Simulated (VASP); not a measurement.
# W (I4/mmm) in VASP: notebook

The runs below take W through single point, with r2SCAN.

All numbers are computed with VASP 6.6.1; they aren't measurements. Logs are shortened: lines on timing, memory, paths and dates and some standing lists are left out, and cuts for length are marked.

## (1) The cell of the first run

The structure is tetragonal, space group I4/mmm (No. 139). The conventional cell has a = 3.314 Å, b = 3.314 Å, c = 3.047 Å, α = 90.00°, β = 90.00°, γ = 90.00°. W (site symmetry 4/mmm) has 14 W at 2.80 to 3.31 Å within 3.7 Å.

## (2) Single point, r2SCAN

POSCAR reads:

```
W
1.0
    0.0000000000      2.3434638167      1.5232514809
    2.3434638167      0.0000000000      1.5232514809
    2.3434638167      2.3434638167      0.0000000000
W
1
Direct
    0.0000000000      0.0000000000      0.0000000000
```

INCAR.step1 reads:

```
SYSTEM = W
ALGO = Normal ; EDIFF = 1E-4
ENCUT = 520 ; GGA = PE
ISMEAR = 0 ; LASPH = .TRUE.
LCHARG = .FALSE. ; LREAL = .FALSE.
LWAVE = .TRUE. ; NBANDS = 13
NELM = 60 ; PREC = Accurate
SIGMA = 0.15
```

INCAR.step2 reads:

```
SYSTEM = W
ALGO = Normal ; EDIFF = 1E-7
ENCUT = 520 ; ISIF = 2
ISMEAR = 0 ; ISTART = 1
LASPH = .TRUE. ; LCHARG = .FALSE.
LMIXTAU = .TRUE. ; LREAL = .FALSE.
LWAVE = .FALSE. ; METAGGA = R2SCAN
NBANDS = 13 ; NELM = 60
PREC = Accurate ; SIGMA = 0.15
```

KPOINTS reads:

```
k-points
0
G
  22 22 22
  0 0 0
```

Potentials or basis: VASP PAW PBE potentials, release 64 (W_sv).

Started as:

```console
$ cat potpaw_PBE.64/W_sv/POTCAR > POTCAR
$ cp INCAR.step1 INCAR
$ mpirun -np 1 vasp_std > vasp.out
$ cp INCAR.step2 INCAR
$ mpirun -np 1 vasp_std > vasp.out
```

OUTCAR:

```text
SYSTEM = W
   EDIFF = 1E-7
   ENCUT = 520
   ISIF = 2
   ISMEAR = 0
   ISTART = 1
   LASPH = .TRUE.
   LREAL = .FALSE.
   METAGGA = R2SCAN
   NELM = 60
   PREC = Accurate

 ion  position               nearest neighbor table
   1  0.000  0.000  0.000-

  LATTYP: Found a body centered tetragonal cell.
 ALAT       =     3.3141583125
 C/A-ratio  =     0.9192388156

  Lattice vectors:

 A1 = (   0.0000000000,  -2.3434638167,  -1.5232514809)
 A2 = (   0.0000000000,   2.3434638167,  -1.5232514809)
 A3 = (   2.3434638167,   0.0000000000,   1.5232514809)

Analysis of symmetry for initial positions (statically):
=====================================================================
 Subroutine PRICEL returns:
 Original cell was already a primitive cell.

 Routine SETGRP: Setting up the symmetry group for a
 body centered tetragonal supercell.

 Subroutine GETGRP returns: Found 16 space group operations
 (whereof 16 operations were pure point group operations)
 out of a pool of 16 trial point group operations.

The static configuration has the point symmetry D_4h.

Analysis of symmetry for dynamics (positions and initial velocities):
=====================================================================
 Subroutine PRICEL returns:
 Original cell was already a primitive cell.

 Routine SETGRP: Setting up the symmetry group for a
 body centered tetragonal supercell.

 Subroutine GETGRP returns: Found 16 space group operations
 (whereof 16 operations were pure point group operations)
 out of a pool of 16 trial point group operations.

The dynamic configuration has the point symmetry D_4h.

 Subroutine INISYM returns: Found 16 space group operations
 (whereof 16 operations are pure point group operations),
 and found     1 'primitive' translations

----------------------------------------------------------------------------------------

                                     Primitive cell

  volume of cell :      16.7309

  direct lattice vectors                    reciprocal lattice vectors
     0.000000000  2.343463817  1.523251481    -0.213359386  0.213359386  0.328245209
     2.343463817  0.000000000  1.523251481     0.213359386 -0.213359386  0.328245209
     2.343463817  2.343463817  0.000000000     0.213359386  0.213359386 -0.328245209

  length of vectors
     2.795016589  2.795016589  3.314158313     0.445858017  0.445858017  0.445858017

  position of ions in fractional coordinates (direct lattice)
     0.000000000  0.000000000  0.000000000
[... 84 lines left out ...]
   POTIM  = 0.5000    time-step for ionic-motion
   TEBEG  =    0.0;   TEEND  =   0.0 temperature during run
   PSTRESS=    0.0 pullay stress
   NELECT =      14.0000    total number of electrons
   NUPDOWN=      -1.0000    fix difference up-down
   EMIN   =  10.00;   EMAX   =-10.00  energy-range for DOS
   EFERMI =   0.00;   METHOD = LEGACY
   ISMEAR =     0;   SIGMA  =   0.15  broadening in eV -4-tet -1-fermi 0-gaus
   EFERMI_NEDOS =   21; number of points for ismear=-14 and -15
   IALGO  =     38    algorithm
   IMIX   =      4    mixing-type and parameters
     AMIX     =   0.40;   BMIX     =  1.00
     AMIX_MAG =   1.60;   BMIX_MAG =  1.00
  volume/ion in A,a.u.               =      16.73       112.91
  Fermi-wavevector in a.u.,A,eV,Ry     =   1.542688  2.915258 32.380324  2.379887
  Thomas-Fermi vector in A             =   2.648457
   LORBIT       =      0    0 simple, 1 ext, 2 COOP (PROOUT), +10 PAW based schemes
   METAGGA = R2SCAN    functional components
   LHFCALC =     F    Hartree Fock is set to
   AEXX    =    0.0000 exact exchange contribution
   IVDW    =     0    specifies the selected vdW correction
   LEPSILON=     F    determine dielectric tensor
   LRPA    =     F    only Hartree local field effects (RPA)
 non-spin polarized calculation
 Gauss-broadening in eV      SIGMA  =   0.15
  energy-cutoff  :      520.00
  volume of cell :       16.73
 maximum number of plane-waves:       466
 NGX is ok and might be reduce to    24
   NGX = 11   NGY = 11   NGZ = 13

 number of electron      14.0000001 magnetization

 Free energy of the ion-electron system (eV)
  ---------------------------------------------------
  ext. energy  EPLUGINS =         0.00000000
  ---------------------------------------------------
  free energy    TOTEN  =       -51.24381505 eV

  energy without entropy =      -51.23897569  energy(sigma->0) =      -51.24139537

 E-fermi :  10.5054     XC(G=0): -14.6104

 val. band max:       10.5039655239   @ k =   0.3182   0.3182   0.0000
 cond. band min:      10.5108796887   @ k =   0.4545   0.0455   0.0000
 fundamental gap:      0.0069141648
 Fermi energy:        10.5053608978

 k-point     1 :       0.0000    0.0000    0.0000
  band No.  band energies     occupation
      1     -65.6607      2.00000
      2     -28.6166      2.00000
      3     -28.6166      2.00000
      4     -28.5628      2.00000
      5       0.7051      2.00000
      6       8.6162      2.00000
      7       9.8010      2.00000
      8       9.8010      2.00000
      9      12.1068      0.00000
     10      13.6507      0.00000
     11      25.1605      0.00000
     12      25.1605      0.00000
     13      26.9348      0.00000
[... 354 lines left out ...]
  band No.  band energies     occupation
      1     -65.5382      2.00000
      2     -29.7059      2.00000
      3     -29.0092      2.00000
      4     -28.6533      2.00000
      5       4.4463      2.00000
      6       6.8390      2.00000
      7      10.5249      0.85382
      8      12.7314      0.00000
      9      14.4525      0.00000
     10      16.0898      0.00000
     11      21.7527      0.00000
     12      23.1195      0.00000
     13      26.9712      0.00000

 [... further k-points ...]

------------------------ aborting loop because EDIFF is reached ----------------------------------------

  FORCE on cell =-STRESS in cart. coord.  units (eV):
  Direction    XX          YY          ZZ          XY          YZ          ZX
  --------------------------------------------------------------------------------------
  -------------------------------------------------------------------------------------
  Total       -2.2227931     -2.2227931      0.5627749      0.0000000      0.0000000      0.0000000
  in kB     -212.8587510   -212.8587510     53.8923558      0.0000000      0.0000000      0.0000000
  external PRESSURE =    -123.9417154 kB  Pullay stress =       0.0000000 kB

 VOLUME and BASIS-vectors are now :
 -----------------------------------------------------------------------------
  energy-cutoff  :      520.00
  volume of cell :       16.73
      direct lattice vectors                 reciprocal lattice vectors
     0.000000000  2.343463817  1.523251481    -0.213359386  0.213359386  0.328245209
     2.343463817  0.000000000  1.523251481     0.213359386 -0.213359386  0.328245209
     2.343463817  2.343463817  0.000000000     0.213359386  0.213359386 -0.328245209

 POSITION                                       TOTAL-FORCE (eV/Angst)
 -----------------------------------------------------------------------------------
      0.00000      0.00000      0.00000        -0.000000     -0.000000      0.000000
 -----------------------------------------------------------------------------------
    total drift:                               -0.000000     -0.000000      0.000000

  FREE ENERGIE OF THE ION-ELECTRON SYSTEM (eV)
  ---------------------------------------------------
  free  energy   TOTEN  =       -51.2438150483 eV

  energy  without entropy=      -51.2389756931  energy(sigma->0) =      -51.24139537
```

It took 6.7 min on 1 thread of Intel Xeon Platinum 8488C (Sapphire Rapids), shared host; peak memory 0.3 GiB.

Results:

* Free energy: -51.2438 eV
* Pressure: -12.4 GPa
* Band gap on the k mesh: zero (bands 7 and 8 overlap by 6.05 eV)

Stress tensor (GPa, compression positive):
```
-21.29   0.00   0.00
  0.00 -21.29   0.00
  0.00   0.00   5.39
```

Levels at points of the mesh, in eV from the Fermi level:
```
           k point  band 4  band 5  band 6  band 7  band 8  band 9  band 10  band 11
(0.00, 0.00, 0.00)  -39.07   -9.80   -1.89   -0.70   -0.70    1.60     3.15    14.66
(0.50, 0.00, 0.00)  -39.15   -6.16   -3.81    0.64    2.32    3.95     5.85    11.04
(0.50, 0.50, 0.00)  -39.74   -5.65   -5.46    4.89    4.89    5.19     7.33     7.33
(0.50, 0.00, 0.50)  -39.09   -6.24   -2.61   -0.06    1.27    2.80     5.73    10.36
```

Caveat: the stress differs along the axes, from -21 to 5 GPa; the PAW data sets were made with another functional, which shifts forces and pressure a little; spin-orbit coupling is left out, which moves the levels of the heavy elements.

(Part 1 of 2 ends here.)
